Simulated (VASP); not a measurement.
# ZnS (P6_3mc) in VASP: notebook

The runs below take ZnS through single point, with PBEsol.

Everything below comes from runs of VASP 6.6.1. Logs are shortened: lines on timing, memory, paths and dates and some standing lists are left out, and cuts for length are marked.

### 1 The cell of the first run

The structure is hexagonal, space group P6_3mc (No. 186). The conventional cell has a = 3.831 Å, b = 3.831 Å, c = 6.290 Å, α = 90.00°, β = 90.00°, γ = 120.00°. Within 2.9 Å of Zn (site symmetry 3m) lie 4 S at 2.20 to 2.40 Å. S (site symmetry 3m) has 4 Zn at 2.20 to 2.40 Å within 2.9 Å.

### 2 Single point, PBEsol

File INCAR:

```
  ALGO = Normal
  EDIFF = 1E-6
  ENCUT = 520
  GGA = PS
  ISIF = 2
  ISMEAR = 0
  LASPH = T
  LCHARG = T
  LELF = T
  LREAL = F
  LVHAR = T
  LWAVE = F
  NBANDS = 26
  NELM = 60
  PREC = Accurate
  SIGMA = 0.05
```

File KPOINTS:

```
k-points
0
Gamma
  9 9 6
```

File POSCAR:

```
ZnS
1.0
    3.8311821878      0.0000000000      0.0000000000
   -1.9155910939      3.3179011011      0.0000000000
    0.0000000000      0.0000000000      6.2903751065
Zn S
2 2
Direct
    0.3333333333      0.6666666667      0.0296020378
    0.6666666667      0.3333333333      0.5296020378
    0.3333333333      0.6666666667      0.3795575521
    0.6666666667      0.3333333333      0.8795575521
```

Potentials or basis: VASP PAW PBE potentials, release 64 (Zn, S).

Launch:

```sh
> cat potpaw_PBE.64/Zn/POTCAR potpaw_PBE.64/S/POTCAR > POTCAR
> mpirun -np 1 vasp_std > vasp.out
```

OUTCAR:

```text
EDIFF = 1E-6
   ENCUT = 520
   GGA = PS
   ISIF = 2
   ISMEAR = 0
   LASPH = T
   LREAL = F
   NELM = 60
   PREC = Accurate

 ion  position               nearest neighbor table
   1  0.333  0.667  0.030-   3 2.20   4 2.40   4 2.40   4 2.40
   2  0.667  0.333  0.530-   4 2.20   3 2.40   3 2.40   3 2.40
   3  0.333  0.667  0.380-   1 2.20   2 2.40   2 2.40   2 2.40
   4  0.667  0.333  0.880-   2 2.20   1 2.40   1 2.40   1 2.40

  LATTYP: Found a hexagonal cell.
 ALAT       =     3.8311821878
 C/A-ratio  =     1.6418887952

  Lattice vectors:

 A1 = (   3.8311821878,   0.0000000000,   0.0000000000)
 A2 = (  -1.9155910939,   3.3179011011,   0.0000000000)
 A3 = (   0.0000000000,   0.0000000000,   6.2903751065)

Analysis of symmetry for initial positions (statically):
=====================================================================
 Subroutine PRICEL returns:
 Original cell was already a primitive cell.

 Routine SETGRP: Setting up the symmetry group for a
 hexagonal supercell.

 Subroutine GETGRP returns: Found 12 space group operations
 (whereof  6 operations were pure point group operations)
 out of a pool of 24 trial point group operations.

The static configuration has the point symmetry C_3v.
 The point group associated with its full space group is C_6v.

Analysis of symmetry for dynamics (positions and initial velocities):
=====================================================================
 Subroutine PRICEL returns:
 Original cell was already a primitive cell.

 Routine SETGRP: Setting up the symmetry group for a
 hexagonal supercell.

 Subroutine GETGRP returns: Found 12 space group operations
 (whereof  6 operations were pure point group operations)
 out of a pool of 24 trial point group operations.

The dynamic configuration has the point symmetry C_3v.
 The point group associated with its full space group is C_6v.

 Subroutine INISYM returns: Found 12 space group operations
 (whereof  6 operations are pure point group operations),
 and found     1 'primitive' translations

----------------------------------------------------------------------------------------

                                     Primitive cell

  volume of cell :      79.9600

  direct lattice vectors                    reciprocal lattice vectors
     3.831182188  0.000000000  0.000000000     0.261016039  0.150697680  0.000000000
    -1.915591094  3.317901101  0.000000000     0.000000000  0.301395361  0.000000000
     0.000000000  0.000000000  6.290375106     0.000000000  0.000000000  0.158973032

  length of vectors
     3.831182188  3.831182188  6.290375106     0.301395361  0.301395361  0.158973032

  position of ions in fractional coordinates (direct lattice)
     0.333333333  0.666666667  0.029602038
     0.666666667  0.333333333  0.529602038
     0.333333333  0.666666667  0.379557552
     0.666666667  0.333333333  0.879557552

  ion indices of the primitive-cell ions
   primitive index   ion index
                 1           1
                 2           2
                 3           3
                 4           4

----------------------------------------------------------------------------------------

 KPOINTS: k-points

Automatic generation of k-mesh.
 Grid dimensions read from file:
 generate k-points for:    9    9    6

 Generating k-lattice:

  Cartesian coordinates                     Fractional coordinates (reciprocal lattice)
     0.029001782  0.016744187  0.000000000     0.111111111  0.000000000  0.000000000
     0.000000000  0.033488373  0.000000000     0.000000000  0.111111111  0.000000000
     0.000000000  0.000000000  0.026495505     0.000000000  0.000000000  0.166666667

  Length of vectors
     0.033488373  0.033488373  0.026495505

  Shift w.r.t. Gamma in fractional coordinates (k-lattice)
     0.000000000  0.000000000  0.000000000

 Subroutine IBZKPT returns following result:
 ===========================================

 Found     48 irreducible k-points:

 Following reciprocal coordinates:
            Coordinates               Weight
  0.000000  0.000000  0.000000      1.000000
  0.111111 -0.000000  0.000000      6.000000
  0.222222 -0.000000  0.000000      6.000000
  0.333333  0.000000  0.000000      6.000000
  0.444444 -0.000000  0.000000      6.000000
  0.111111  0.111111  0.000000      6.000000
[... 16 lines left out ...]
  0.333333  0.222222  0.166667     24.000000
  0.333333  0.333333  0.166667      4.000000
 [... further k-points ...]
   k-points           NKPTS =     48   k-points in BZ     NKDIM =     48   number of bands    NBANDS=     26
   number of dos      NEDOS =    301   number of ions     NIONS =      4
   total plane-waves  NPLWV =  37632
   dimension x,y,z NGX =    28 NGY =   28 NGZ =   48
   dimension x,y,z NGXF=    56 NGYF=   56 NGZF=   96
   ions per type =               2   2
   NGX,Y,Z   is equivalent  to a cutoff of  12.15, 12.15, 12.69 a.u.
   NGXF,Y,Z  is equivalent  to a cutoff of  24.30, 24.30, 25.37 a.u.
 SYSTEM =  unknown system
   PREC   = accura    normal or accurate (medium, high low for compatibility)
   ISTART =      0    job   : 0-new  1-cont  2-samecut
   ICHARG =      2    charge: 1-file 2-atom 10-const
   ISPIN  =      1    spin polarized calculation?
   LNONCOLLINEAR =      F non collinear calculations
   LSORBIT =      F    spin-orbit coupling
   LASPH  =      T    aspherical Exc in radial PAW
   ENCUT  =  520.0 eV  38.22 Ry    6.18 a.u.   7.12  7.12 11.70*2*pi/ulx,y,z
   NELM   =     60;   NELMIN=  2; NELMDL= -5     # of ELM steps
   EDIFF  = 0.1E-05   stopping-criterion for ELM
   LREAL  =      F    real-space projection
   EDIFFG = 0.1E-04   stopping-criterion for IOM
   NSW    =      0    number of steps for IOM
   IBRION =     -1    ionic relax: 0-MD 1-quasi-New 2-CG
   NFREE  =      0    steps in history (QN), initial steepest desc. (CG)
   ISIF   =      2    stress and relaxation
   ISYM   =      2    0-nonsym 1-usesym 2-fastsym
   POTIM  = 0.5000    time-step for ionic-motion
   TEBEG  =    0.0;   TEEND  =   0.0 temperature during run
   PSTRESS=    0.0 pullay stress
   NELECT =      36.0000    total number of electrons
   NUPDOWN=      -1.0000    fix difference up-down
   EMIN   =  10.00;   EMAX   =-10.00  energy-range for DOS
   EFERMI =   0.00;   METHOD = LEGACY
   ISMEAR =     0;   SIGMA  =   0.05  broadening in eV -4-tet -1-fermi 0-gaus
   EFERMI_NEDOS =   21; number of points for ismear=-14 and -15
   IALGO  =     38    algorithm
   IMIX   =      4    mixing-type and parameters
     AMIX     =   0.40;   BMIX     =  1.00
     AMIX_MAG =   1.60;   BMIX_MAG =  1.00
  volume/ion in A,a.u.               =      19.99       134.90
  Fermi-wavevector in a.u.,A,eV,Ry     =   1.254733  2.371102 21.420407  1.574355
  Thomas-Fermi vector in A             =   2.388524
   LORBIT       =      0    0 simple, 1 ext, 2 COOP (PROOUT), +10 PAW based schemes
   GGA     = PS    functional components
   LHFCALC =     F    Hartree Fock is set to
   AEXX    =    0.0000 exact exchange contribution
   IVDW    =     0    specifies the selected vdW correction
   LEPSILON=     F    determine dielectric tensor
   LRPA    =     F    only Hartree local field effects (RPA)
 non-spin polarized calculation
 Gauss-broadening in eV      SIGMA  =   0.05
  energy-cutoff  :      520.00
  volume of cell :       79.96
 maximum number of plane-waves:      2178
   NGX = 15   NGY = 15   NGZ = 23

 number of electron      35.9999992 magnetization

 Free energy of the ion-electron system (eV)
  ---------------------------------------------------
  ext. energy  EPLUGINS =         0.00000000
  ---------------------------------------------------
  free energy    TOTEN  =       -14.98683358 eV

  energy without entropy =      -14.98683358  energy(sigma->0) =      -14.98683358

 E-fermi :   2.2149     XC(G=0):  -9.7833

 val. band max:        1.9835630872   @ k =   0.0000   0.0000   0.0000
 cond. band min:       3.8898623468   @ k =   0.0000   0.0000   0.0000
 fundamental gap:      1.9062992595
 Fermi energy:         2.2148769397

 k-point     1 :       0.0000    0.0000    0.0000
  band No.  band energies     occupation
      1     -11.2006      2.00000
      2     -10.2234      2.00000
      3      -4.5917      2.00000
      4      -4.3864      2.00000
      5      -4.3864      2.00000
      6      -4.2535      2.00000
[... 18 lines left out ...]
     25       9.7360      0.00000
     26      10.9025      0.00000

 k-point     2 :       0.1111   -0.0000    0.0000
  band No.  band energies     occupation
      1     -11.1206      2.00000
      2     -10.1833      2.00000
      3      -4.5736      2.00000
      4      -4.3946      2.00000
      5      -4.3794      2.00000
      6      -4.2547      2.00000
[... 18 lines left out ...]
     25      10.0798      0.00000
     26      10.4523      0.00000

 k-point     3 :       0.2222   -0.0000    0.0000
  band No.  band energies     occupation
      1     -10.9003      2.00000
      2     -10.0857      2.00000
      3      -4.5292      2.00000
      4      -4.4114      2.00000
      5      -4.3672      2.00000
      6      -4.2472      2.00000
[... 18 lines left out ...]
     25      10.2452      0.00000
     26      10.6405      0.00000

 k-point     4 :       0.3333    0.0000    0.0000
  band No.  band energies     occupation
      1     -10.6035      2.00000
      2      -9.9940      2.00000
      3      -4.4815      2.00000
      4      -4.4182      2.00000
      5      -4.3625      2.00000
      6      -4.2177      2.00000
[... 18 lines left out ...]
     25      10.5114      0.00000
     26      11.6460      0.00000
[... 496 lines left out ...]
      1     -10.4203      2.00000
      2     -10.0004      2.00000
      3      -4.4640      2.00000
      4      -4.4188      2.00000
      5      -4.2988      2.00000
      6      -4.2756      2.00000
[... 18 lines left out ...]
     25      10.4860      0.00000
     26      11.0034      0.00000

 k-point    23 :       0.3333    0.2222    0.1667
  band No.  band energies     occupation
      1     -10.2077      2.00000
      2      -9.9966      2.00000
      3      -4.4442      2.00000
      4      -4.4138      2.00000
      5      -4.3358      2.00000
      6      -4.1924      2.00000
[... 18 lines left out ...]
     25      10.9984      0.00000
     26      11.7757      0.00000

 k-point    24 :       0.3333    0.3333    0.1667
  band No.  band energies     occupation
      1     -10.0647      2.00000
      2     -10.0647      2.00000
      3      -4.4548      2.00000
      4      -4.3700      2.00000
      5      -4.3700      2.00000
      6      -4.1062      2.00000
[... 18 lines left out ...]
     25      11.8724      0.00000
     26      11.9054      0.00000

 [... further k-points ...]
[... 5 lines left out ...]
  --------------------------------------------------------------------------------------
  -------------------------------------------------------------------------------------
  Total       -2.0982790     -2.0982790      1.4275086      0.0000000      0.0000000     -0.0000000
  in kB      -42.0437109    -42.0437109     28.6033255      0.0000000      0.0000000     -0.0000000
  external PRESSURE =     -18.4946988 kB  Pullay stress =       0.0000000 kB

 VOLUME and BASIS-vectors are now :
 -----------------------------------------------------------------------------
  energy-cutoff  :      520.00
  volume of cell :       79.96
      direct lattice vectors                 reciprocal lattice vectors
     3.831182188  0.000000000  0.000000000     0.261016039  0.150697680  0.000000000
    -1.915591094  3.317901101  0.000000000     0.000000000  0.301395361  0.000000000
     0.000000000  0.000000000  6.290375106     0.000000000  0.000000000  0.158973032

 POSITION                                       TOTAL-FORCE (eV/Angst)
 -----------------------------------------------------------------------------------
     -0.00000      2.21193      0.18621        -0.000000      0.000000     -1.146655
      1.91559      1.10597      3.33140         0.000000     -0.000000     -1.146655
     -0.00000      2.21193      2.38756        -0.000000     -0.000000      1.146655
      1.91559      1.10597      5.53275        -0.000000     -0.000000      1.146655
 -----------------------------------------------------------------------------------
    total drift:                                0.000000      0.000000      0.000280

  FREE ENERGIE OF THE ION-ELECTRON SYSTEM (eV)
  ---------------------------------------------------
  free  energy   TOTEN  =       -14.9868335788 eV

  energy  without entropy=      -14.9868335788  energy(sigma->0) =      -14.98683358
```

Wall time 70 s (1 thread of Intel Xeon Platinum 8259CL at 2.50GHz (Skylake/Cascade Lake), shared host); peak memory 0.23 GiB.

What came out:

* Free energy: -14.9868 eV
* Pressure: -1.8 GPa
* Largest force: 1.147 eV/Å
* Band gap on the k mesh: 1.91 eV, direct

Forces in eV/Å, atoms in the order of the input:
```
Zn   0.000  0.000 -1.147
Zn   0.000  0.000 -1.147
S    0.000  0.000  1.147
S    0.000  0.000  1.147
```

Levels at points of the mesh, in eV from the valence-band top:
| k point | band 16 | band 17 | band 18 | band 19 | band 20 | band 21 |
| --- | --- | --- | --- | --- | --- | --- |
| (0.00, 0.00, 0.00) | -0.36 | 0.00 | 0.00 | 1.91 | 3.16 | 6.20 |
| (0.00, 0.00, 0.50) | -0.54 | -0.54 | -0.54 | 3.46 | 3.46 | 6.71 |

Caveat: the PAW data sets were made with another functional, which shifts forces and pressure a little. PBEsol gaps usually lie below the measured ones, often by a third to a half.

### 3 Single point, PBEsol

File INCAR:

```
ALGO = Normal ; EDIFF = 1E-6
ENCUT = 520 ; GGA = PS
ISIF = 2 ; ISMEAR = 0
LASPH = True ; LCHARG = False
LREAL = False ; LWAVE = False
NBANDS = 26 ; NELM = 100
PREC = Accurate ; SIGMA = 0.05
```

KPOINTS is that of step 2.

Edit POSCAR of step 2 so:

```diff
@@ -8,4 +8,4 @@
 Direct
-    0.3333333333      0.6666666667      0.0296020378
-    0.6666666667      0.3333333333      0.5296020378
+    0.3333333333      0.6666666667     -0.0066373471
+    0.6666666667      0.3333333333      0.4933626529
     0.3333333333      0.6666666667      0.3795575521
```

Potentials or basis: VASP PAW PBE potentials, release 64 (Zn, S).

Launch:

```sh
> cat potpaw_PBE.64/Zn/POTCAR potpaw_PBE.64/S/POTCAR > POTCAR
> mpirun -np 1 vasp_std > vasp.out
```

OUTCAR:

```text
EDIFF = 1E-6
   ENCUT = 520
   GGA = PS
   ISIF = 2
   ISMEAR = 0
   LASPH = True
   LREAL = False
   NELM = 100
   PREC = Accurate

 ion  position               nearest neighbor table
   1  0.333  0.667  0.993-   4 2.32   4 2.32   4 2.32   3 2.43
   2  0.667  0.333  0.493-   3 2.32   3 2.32   3 2.32   4 2.43
   3  0.333  0.667  0.380-   2 2.32   2 2.32   2 2.32   1 2.43
   4  0.667  0.333  0.880-   1 2.32   1 2.32   1 2.32   2 2.43

  LATTYP: Found a hexagonal cell.
 ALAT       =     3.8311821878
 C/A-ratio  =     1.6418887952

  Lattice vectors:

 A1 = (   3.8311821878,   0.0000000000,   0.0000000000)
 A2 = (  -1.9155910939,   3.3179011011,   0.0000000000)
 A3 = (   0.0000000000,   0.0000000000,   6.2903751065)

Analysis of symmetry for initial positions (statically):
=====================================================================
 Subroutine PRICEL returns:
 Original cell was already a primitive cell.

 Routine SETGRP: Setting up the symmetry group for a
 hexagonal supercell.

 Subroutine GETGRP returns: Found 12 space group operations
[... 168 lines left out ...]

  energy without entropy =      -15.11791925  energy(sigma->0) =      -15.11791925

 E-fermi :   2.1480     XC(G=0):  -9.7776

 val. band max:        1.8887228825   @ k =   0.0000   0.0000   0.0000
 cond. band min:       3.9175785717   @ k =   0.0000   0.0000   0.0000
 fundamental gap:      2.0288556892
 Fermi energy:         2.1480030349

 k-point     1 :       0.0000    0.0000    0.0000
  band No.  band energies     occupation
      1     -11.1865      2.00000
      2     -10.2931      2.00000
      3      -4.4439      2.00000
      4      -4.4439      2.00000
      5      -4.3850      2.00000
      6      -4.3850      2.00000
[... 685 lines left out ...]
     25      11.8019      0.00000
     26      11.8106      0.00000

 [... further k-points ...]

------------------------ aborting loop because EDIFF is reached ----------------------------------------

  FORCE on cell =-STRESS in cart. coord.  units (eV):
  Direction    XX          YY          ZZ          XY          YZ          ZX
  --------------------------------------------------------------------------------------
  -------------------------------------------------------------------------------------
  Total       -0.8394551     -0.8394551     -1.9265906      0.0000000      0.0000000      0.0000000
  in kB      -16.8203595    -16.8203595    -38.6035486      0.0000000      0.0000000      0.0000000
  external PRESSURE =     -24.0814225 kB  Pullay stress =       0.0000000 kB

 VOLUME and BASIS-vectors are now :
 -----------------------------------------------------------------------------
  energy-cutoff  :      520.00
  volume of cell :       79.96
      direct lattice vectors                 reciprocal lattice vectors
     3.831182188  0.000000000  0.000000000     0.261016039  0.150697680  0.000000000
    -1.915591094  3.317901101  0.000000000     0.000000000  0.301395361  0.000000000
     0.000000000  0.000000000  6.290375106     0.000000000  0.000000000  0.158973032

 POSITION                                       TOTAL-FORCE (eV/Angst)
 -----------------------------------------------------------------------------------
     -0.00000      2.21193      6.24862        -0.000000     -0.000000      0.327565
      1.91559      1.10597      3.10344         0.000000      0.000000      0.327565
     -0.00000      2.21193      2.38756         0.000000     -0.000000     -0.327565
      1.91559      1.10597      5.53275        -0.000000      0.000000     -0.327565
 -----------------------------------------------------------------------------------
    total drift:                               -0.000001     -0.000001     -0.001192

  FREE ENERGIE OF THE ION-ELECTRON SYSTEM (eV)
  ---------------------------------------------------
  free  energy   TOTEN  =       -15.1179192527 eV

  energy  without entropy=      -15.1179192527  energy(sigma->0) =      -15.11791925
```

stdout:

```text
POSCAR found type information on POSCAR ZnS
 POSCAR found :  2 types and       4 ions
 scaLAPACK will be used
 -----------------------------------------------------------------------------
|                                                                             |
|                                                                             |
|     You enforced a specific xc type in the INCAR file but a different       |
|     I HOPE YOU KNOW WHAT YOU ARE DOING!                                     |
|                                                                             |
 -----------------------------------------------------------------------------

 LDA part: xc-table for (Slater+PW92), standard interpolation
 POSCAR, INCAR and KPOINTS ok, starting setup
 FFT: planning ... GRIDC
 FFT: planning ... GRID_SOFT
 FFT: planning ... GRID
 WAVECAR not read
 entering main loop
```

It took 70 s on 1 thread of Intel Xeon Platinum 8259CL at 2.50GHz (Skylake/Cascade Lake), shared host; peak memory 0.23 GiB.

Results:

```yaml
Free_energy: -15.1179 eV
Pressure: -2.4 GPa
Largest_force: 0.328 eV/Å
Band_gap_on_the_k_mesh: 2.03 eV, direct
```

Forces in eV/Å, atoms in the order of the input:
```
Zn   0.000  0.000  0.328
Zn   0.000  0.000  0.328
S    0.000  0.000 -0.328
S    0.000  0.000 -0.328
```

Stress tensor (GPa, compression positive):
```
-1.68  0.00  0.00
 0.00 -1.68  0.00
 0.00  0.00 -3.86
```

Caveat: the PAW data sets were made with another functional, which shifts forces and pressure a little.

(Part 1 of 2 ends here.)
